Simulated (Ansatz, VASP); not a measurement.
**TiC: VASP beside Ansatz**

```xyz
8
Lattice="3.1444 0.0000 0.0000 -1.5722 2.7231 0.0000 0.0000 0.0000 10.3613" Properties=species:S:1:pos:R:3 pbc="T T T"
Ti    1.5722    0.9077    7.7710
Ti    0.0000    0.0000    0.0000
Ti    0.0000    1.8154    2.5903
Ti    0.0000    0.0000    5.1806
C     0.0000    1.8154    9.0661
C     1.5722    0.9077    1.2952
C     1.5722    0.9077    3.8855
C     0.0000    1.8154    6.4758
```

Alike in both runs: task single point; functional PBE; k mesh 6 × 6 × 2; occupations gaussian, width 0.1 eV; no spin polarisation.

|  | VASP | Ansatz |
| --- | --- | --- |
| version | VASP 6.6.1 | Ansatz 0.2.0 |
| potentials or method | VASP PAW PBE potentials, release 64 (Ti_sv, C), cutoff 520 eV | scalar-relativistic, plane waves, PAW |
| valence electrons in the cell | 64 | 64 |

```tsv
	VASP	Ansatz	Ansatz less VASP
gap on the k mesh at the Fermi level (eV)	none	none	-
pressure (GPa)	-17.2	-17.5	-0.25
traceless stress, the component that is largest in VASP (GPa)	-5.95	-5.96	-0.005
rms of the force components (eV/Å)	0.093	0.093	-0.0001
```

Atom by atom the forces differ by 0.000 eV/Å (rms over components). A gap of «none» marks a metal or a gap that the smearing closes. With one functional, cell and mesh, what is left measures potentials, basis and numerics.

The k mesh is coarse, so the values compare programs but aren't converged.
